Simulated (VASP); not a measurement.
# KI (Cmcm) in VASP: vibrations by perturbation theory with LDA

Aim: the vibrations by perturbation theory of KI with LDA.

Everything below comes from runs of VASP 6.6.1. Logs are shortened: lines on timing, memory, paths and dates and some standing lists are left out, and cuts for length are marked.

## (1) The cell of the first run

The structure is orthorhombic, space group Cmcm (No. 63). Conventional cell: a = 5.025 Å, b = 8.510 Å, c = 8.677 Å, α = 90.00°, β = 90.00°, γ = 90.00°. Within 4.7 Å of K (site symmetry 2/m) lie 6 I at 3.59 to 3.62 Å and 2 K at 4.34 Å. Within 4.7 Å of I (site symmetry m2m) lie 6 K at 3.59 to 3.62 Å.

## (2) Vibrations by perturbation theory, LDA

INCAR

```
PREC     = Accurate       # precision mode
ENCUT    = 520            # plane-wave cutoff, eV
EDIFF    = 1E-8           # SCF threshold, eV
ISMEAR   = 0              # smearing method
SIGMA    = 0.01           # smearing width, eV
LREAL    = False          # projectors in reciprocal space
LASPH    = True           # aspherical terms in the spheres
NELM     = 60             # most SCF steps
ALGO     = Normal         # electronic algorithm
ISIF     = 2              # what is computed and relaxed
LWAVE    = False          # write WAVECAR
LCHARG   = False          # write CHGCAR
GGA      = CA             # functional
IBRION   = 8              # ionic algorithm
NSW      = 1              # ionic steps
```

KPOINTS

```
Automatic mesh
0
Gamma
  4 4 2
```

POSCAR

```
KI
1.0
    2.5126600000     -4.2552270000      0.0000000000
    2.5126600000      4.2552270000      0.0000000000
    0.0000000000      0.0000000000      8.6765890000
K I
2 2
Direct
    0.5000000000      0.5000000000      0.5000000000
    0.5000000000      0.5000000000      0.0000000000
    0.8402300000      0.1597700000      0.2500000000
    0.1597700000      0.8402300000      0.7500000000
```

Potentials or basis: VASP PAW LDA potentials, release 64 (K_sv, I).

Command:

```bash
$ cat potpaw_LDA.64/K_sv/POTCAR potpaw_LDA.64/I/POTCAR > POTCAR
$ mpirun -np 1 vasp_std > vasp.out
```

OUTCAR:

```text
PREC = Accurate
   ENCUT = 520
   EDIFF = 1E-8
   ISMEAR = 0
   LREAL = False
   LASPH = True
   NELM = 60
   ISIF = 2
   GGA = CA
   IBRION = 8
   NSW = 1

 ion  position               nearest neighbor table
   1  0.500  0.500  0.500-   4 3.59   3 3.59   4 3.59   3 3.59   3 3.62   4 3.62
   2  0.500  0.500  0.000-   4 3.59   3 3.59   4 3.59   3 3.59   3 3.62   4 3.62
   3  0.840  0.160  0.250-   1 3.59   2 3.59   1 3.59   2 3.59   1 3.62   2 3.62
   4  0.160  0.840  0.750-   1 3.59   2 3.59   1 3.59   2 3.59   1 3.62   2 3.62

  LATTYP: Found a base centered orthorhombic cell.
 ALAT       =     5.0253200000
 B/A-ratio  =     1.6935148408
 C/A-ratio  =     1.7265744271

  Lattice vectors:

 A1 = (   2.5126600000,  -4.2552270000,   0.0000000000)
 A2 = (   2.5126600000,   4.2552270000,   0.0000000000)
 A3 = (   0.0000000000,   0.0000000000,   8.6765890000)

Analysis of symmetry for initial positions (statically):
=====================================================================
 Subroutine PRICEL returns:
 Original cell was already a primitive cell.

 Routine SETGRP: Setting up the symmetry group for a
 base centered orthorhombic supercell.

 Subroutine GETGRP returns: Found  8 space group operations
 (whereof  4 operations were pure point group operations)
 out of a pool of  8 trial point group operations.

The static configuration has the point symmetry C_2h.
 The point group associated with its full space group is D_2h.

Analysis of symmetry for dynamics (positions and initial velocities):
=====================================================================
 Subroutine PRICEL returns:
 Original cell was already a primitive cell.

 Routine SETGRP: Setting up the symmetry group for a
 base centered orthorhombic supercell.

 Subroutine GETGRP returns: Found  8 space group operations
 (whereof  4 operations were pure point group operations)
 out of a pool of  8 trial point group operations.

The dynamic configuration has the point symmetry C_2h.
 The point group associated with its full space group is D_2h.

 Subroutine INISYM returns: Found  8 space group operations
 (whereof  4 operations are pure point group operations),
 and found     1 'primitive' translations

----------------------------------------------------------------------------------------

                                     Primitive cell

  volume of cell :     185.5391

  direct lattice vectors                    reciprocal lattice vectors
     2.512660000 -4.255227000  0.000000000     0.198992303 -0.117502545  0.000000000
     2.512660000  4.255227000  0.000000000     0.198992303  0.117502545  0.000000000
     0.000000000  0.000000000  8.676589000     0.000000000  0.000000000  0.115252664

  length of vectors
     4.941701842  4.941701842  8.676589000     0.231094752  0.231094752  0.115252664

  position of ions in fractional coordinates (direct lattice)
     0.500000000  0.500000000  0.500000000
     0.500000000  0.500000000  0.000000000
     0.840230000  0.159770000  0.250000000
     0.159770000  0.840230000  0.750000000

  ion indices of the primitive-cell ions
   primitive index   ion index
                 1           1
                 2           2
                 3           3
                 4           4

----------------------------------------------------------------------------------------

 KPOINTS: Automatic mesh

Automatic generation of k-mesh.
 Grid dimensions read from file:
 generate k-points for:    4    4    2

[... 77 lines left out ...]
   GGA     = CA    functional components
   LHFCALC =     F    Hartree Fock is set to
   AEXX    =    0.0000 exact exchange contribution
   IVDW    =     0    specifies the selected vdW correction
   LEPSILON=     F    determine dielectric tensor
   LRPA    =     F    only Hartree local field effects (RPA)
 non-spin polarized calculation
 Gauss-broadening in eV      SIGMA  =   0.01
  energy-cutoff  :      520.00
  volume of cell :      185.54
 maximum number of plane-waves:      5034
 NGX is ok and might be reduce to    40
   NGX = 19   NGY = 19   NGZ = 33

--------------------------------------- Ionic step        1  -------------------------------------------

 number of electron      31.9999999 magnetization

 Free energy of the ion-electron system (eV)
  ---------------------------------------------------
  ext. energy  EPLUGINS =         0.00000000
  ---------------------------------------------------
  free energy    TOTEN  =       -12.09723265 eV

  energy without entropy =      -12.09723265  energy(sigma->0) =      -12.09723265

 E-fermi :  -0.6705     XC(G=0):  -7.4251

 val. band max:       -0.7781979930   @ k =   0.0000   0.0000   0.0000
 cond. band min:       2.6194564550   @ k =   0.0000   0.0000   0.0000
 fundamental gap:      3.3976544479
 Fermi energy:        -0.6704960703

 k-point     1 :       0.0000    0.0000    0.0000
  band No.  band energies     occupation
      1     -29.1606      2.00000
      2     -29.1560      2.00000
      3     -13.0381      2.00000
      4     -12.8797      2.00000
      5     -12.8778      2.00000
      6     -12.8686      2.00000
[... 311 lines left out ...]
     19       4.6479      0.00000
     20       4.6479      0.00000

------------------------ aborting loop because EDIFF is reached ----------------------------------------

  FORCE on cell =-STRESS in cart. coord.  units (eV):
  Direction    XX          YY          ZZ          XY          YZ          ZX
  --------------------------------------------------------------------------------------
  -------------------------------------------------------------------------------------
  Total       -1.9396614     -1.8175758     -1.9759359      0.0000000      0.0000000      0.0000000
  in kB      -16.7494679    -15.6952284    -17.0627075      0.0000000      0.0000000      0.0000000
  external PRESSURE =     -16.5024680 kB  Pullay stress =       0.0000000 kB

 VOLUME and BASIS-vectors are now :
 -----------------------------------------------------------------------------
  energy-cutoff  :      520.00
  volume of cell :      185.54
      direct lattice vectors                 reciprocal lattice vectors
     2.512660000 -4.255227000  0.000000000     0.198992303 -0.117502545  0.000000000
     2.512660000  4.255227000  0.000000000     0.198992303  0.117502545  0.000000000
     0.000000000  0.000000000  8.676589000     0.000000000  0.000000000  0.115252664

 POSITION                                       TOTAL-FORCE (eV/Angst)
 -----------------------------------------------------------------------------------
      2.51266      0.00000      4.33829         0.000000     -0.000000     -0.000000
      2.51266      0.00000      0.00000        -0.000000      0.000000     -0.000000
      2.51266     -2.89551      2.16915        -0.000000      0.029555     -0.000000
      2.51266      2.89551      6.50744        -0.000000     -0.029555      0.000000
 -----------------------------------------------------------------------------------
    total drift:                               -0.000000      0.000000     -0.000000

  FREE ENERGIE OF THE ION-ELECTRON SYSTEM (eV)
  ---------------------------------------------------
  free  energy   TOTEN  =       -12.0972326485 eV

  energy  without entropy=      -12.0972326485  energy(sigma->0) =      -12.09723265

[... ionic steps 2 to 9 ...]

--------------------------------------- Ionic step       10  -------------------------------------------

------------------------ aborting loop because EDIFF is reached ----------------------------------------

--------------------------------------- Ionic step       11  -------------------------------------------

------------------------ aborting loop because EDIFF is reached ----------------------------------------

--------------------------------------- Ionic step       12  -------------------------------------------

 Free energy of the ion-electron system (eV)
  ---------------------------------------------------
  ---------------------------------------------------
  free energy    TOTEN  =        -0.10058240 eV

  energy without entropy =       -0.10058240

------------------------ aborting loop because EDIFF is reached ----------------------------------------

 INTERNAL STRAIN TENSOR  FOR ION    3  DIRECTION 3   (eV/Angst):
 -----------------------------------------------------------------------------
     0.00104  0.00000  0.00000
     0.00000 -0.00159 -0.07596
     0.00000 -0.07599  0.00043

 INTERNAL STRAIN TENSOR FOR ION    4 for displacements in x,y,z  (eV/Angst):
          X           Y           Z          XY          YZ          ZX
  --------------------------------------------------------------------------------
  x     0.00000     0.00000     0.00000     0.47317     0.00000     0.00000
  y     0.50678    -0.48242     0.11526     0.00000     0.00000     0.00000
  z     0.00000     0.00000     0.00000     0.00000     0.07599     0.00000

 SECOND DERIVATIVES (NOT SYMMETRIZED)
 ------------------------------------
               1X          1Y          1Z          2X          2Y          2Z          3X          3Y          3Z          4X          4Y          4Z
  1X    -0.630432    0.000000    0.000000   -0.034319    0.000000    0.000000    0.332376    0.000000    0.000000    0.332376    0.000000    0.000000
  1Y     0.000000   -0.525605    0.043616    0.000000   -0.037484    0.001564    0.000000    0.281545   -0.022590    0.000000    0.281545   -0.022590
  1Z     0.000000    0.044356   -1.492194    0.000000   -0.000699    0.818299    0.000000   -0.021828    0.336947    0.000000   -0.021828    0.336947
  2X    -0.034319    0.000000    0.000000   -0.630432    0.000000    0.000000    0.332376    0.000000    0.000000    0.332376    0.000000    0.000000
  2Y     0.000000   -0.037484   -0.001564    0.000000   -0.525605   -0.043616    0.000000    0.281545    0.022590    0.000000    0.281545    0.022590
  2Z     0.000000    0.000699    0.818299    0.000000   -0.044356   -1.492194    0.000000    0.021828    0.336947    0.000000    0.021828    0.336947
  3X     0.331144    0.000000    0.000000    0.331144    0.000000    0.000000   -0.706662    0.000000    0.000000    0.044373    0.000000    0.000000
  3Y     0.000000    0.284594   -0.020978    0.000000    0.284594    0.020978    0.000000   -0.615288    0.000000    0.000000    0.046101    0.000000
  3Z     0.000000   -0.023682    0.334516    0.000000    0.023682    0.334516    0.000000   -0.000000   -1.091967    0.000000   -0.000000    0.422935
  4X     0.331144    0.000000    0.000000    0.331144    0.000000    0.000000    0.044373    0.000000    0.000000   -0.706662    0.000000    0.000000
  4Y     0.000000    0.284594   -0.020978    0.000000    0.284594    0.020978    0.000000    0.046101    0.000000    0.000000   -0.615288    0.000000
  4Z     0.000000   -0.023682    0.334516    0.000000    0.023682    0.334516    0.000000   -0.000000    0.422935    0.000000   -0.000000   -1.091967

 Eigenvectors and eigenvalues of the dynamical matrix
 ----------------------------------------------------

   1 f  =    3.801624 THz    23.886307 2PiTHz  126.808524 cm-1    15.722246 meV
             X         Y         Z           dx          dy          dz
      2.512660  0.000000  4.338294     0.000000    0.019238   -0.706764
      2.512660  0.000000  0.000000     0.000000    0.019238    0.706764
      2.512660 -2.895512  2.169147    -0.000000   -0.010689    0.000000
      2.512660  2.895512  6.507442     0.000000   -0.010689    0.000000
[... 71 lines left out ...]
  12 f/i=    0.004929 THz     0.030969 2PiTHz    0.164410 cm-1     0.020384 meV
             X         Y         Z           dx          dy          dz
      2.512660  0.000000  4.338294     0.000000   -0.344585   -0.000041
      2.512660  0.000000  0.000000     0.000000   -0.344585    0.000041
      2.512660 -2.895512  2.169147     0.000000   -0.617463    0.000000
      2.512660  2.895512  6.507442     0.000000   -0.617463    0.000000

--------------------------------------------------------------------------------------------------------

 ELASTIC MODULI CONTR FROM IONIC RELAXATION (kBar)
 Direction    XX          YY          ZZ          XY          YZ          ZX
 --------------------------------------------------------------------------------
 XX          -6.7065      6.3841     -1.5253      0.0000      0.0000      0.0000
 YY           6.3841     -6.0772      1.4519     -0.0000     -0.0000      0.0000
 ZZ          -1.5253      1.4519     -0.3469      0.0000      0.0000      0.0000
 XY           0.0000     -0.0000      0.0000     -5.1484     -0.0000      0.0000
 YZ           0.0000     -0.0000      0.0000     -0.0000     -0.0658      0.0000
 ZX           0.0000      0.0000      0.0000      0.0000      0.0000      0.0000
 --------------------------------------------------------------------------------
```

It took 27 min on 1 thread of Intel Xeon 8259CL, shared host; peak memory 0.48 GiB.

What came out:

```
Highest phonon frequency at Γ, LO-TO splitting left out : 127 cm⁻¹
```

Phonon frequencies in cm⁻¹ (negative: imaginary):
| q point | frequencies |
| --- | --- |
| (0.000, 0.000, 0.000) | 0 0 0 38 40 57 58 64 72 78 79 127 |

Caveat: the k points lie up to 0.36 Å⁻¹ apart; the cell stands under pressure or tension, which shifts response properties; spin-orbit coupling is left out, which moves the levels of the heavy elements.
